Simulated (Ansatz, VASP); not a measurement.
**One calculation of BN, two programs**

Contents of INCAR:

```
PREC = Accurate
ENCUT = 600
EDIFF = 1E-6
ISMEAR = 0
SIGMA = 0.05
LREAL = False
LASPH = True
NELM = 120
ALGO = Normal
ISIF = 2
LWAVE = False
LCHARG = False
GGA = PE
IVDW = 12
NBANDS = 11
GGA_COMPAT = False
```

The input KPOINTS:

```
regular mesh
0
Gamma
  12 12 12
```

File POSCAR:

```
BN
1.0
    0.0000000000      3.4953158300      2.1660912400
    1.2516321000      0.0000000000      2.1660912400
    1.2516321000      3.4953158300      0.0000000000
B N
1 1
Direct
    0.0000486500      0.0000486500      0.9999513500
    0.5305916665      0.5949635319      0.4050364681
```

Input for Ansatz:

```yaml
crystal:
  lattice:
    - [0.0, 3.49531583, 2.16609124]
    - [1.2516321, 0.0, 2.16609124]
    - [1.2516321, 3.49531583, 0.0]
  atoms:
    - { symbol: B, position: [4.865e-05, 4.865e-05, 0.99995135] }
    - { symbol: "N", position: [0.5305916665, 0.5949635319, 0.4050364681] }
basis:
  ecutwfc: 420
kpoints:
  mp_grid: { grid: [12, 12, 12] }
hamiltonian:
  xc: pbe
  dispersion: d3bj
scf:
  occupations: { method: gaussian, width: 0.05 }
output:
  forces: true
  stress: true
  eigenvalues: true
```

Alike in both runs: task single point; functional PBE; dispersion D3(BJ); k mesh 12 × 12 × 12; occupations gaussian, width 0.05 eV; no spin polarisation.

|  | VASP | Ansatz |
| --- | --- | --- |
| version | VASP 6.6.1 | Ansatz 0.2.0 |
| potentials or method | VASP PAW PBE potentials, release 64 (B, N), cutoff 600 eV | scalar-relativistic, plane waves, PAW |
| valence electrons in the cell | 8 | 8 |

```csv
,VASP,Ansatz,Ansatz less VASP
gap on the k mesh at the Fermi level (eV),1.21,1.22,+0.011
least direct gap on the mesh (eV),1.98,1.99,+0.010
rms of the force components (eV/Å),2.728,2.741,+0.0136
```

Atom by atom the forces differ by 0.026 eV/Å (rms over components).
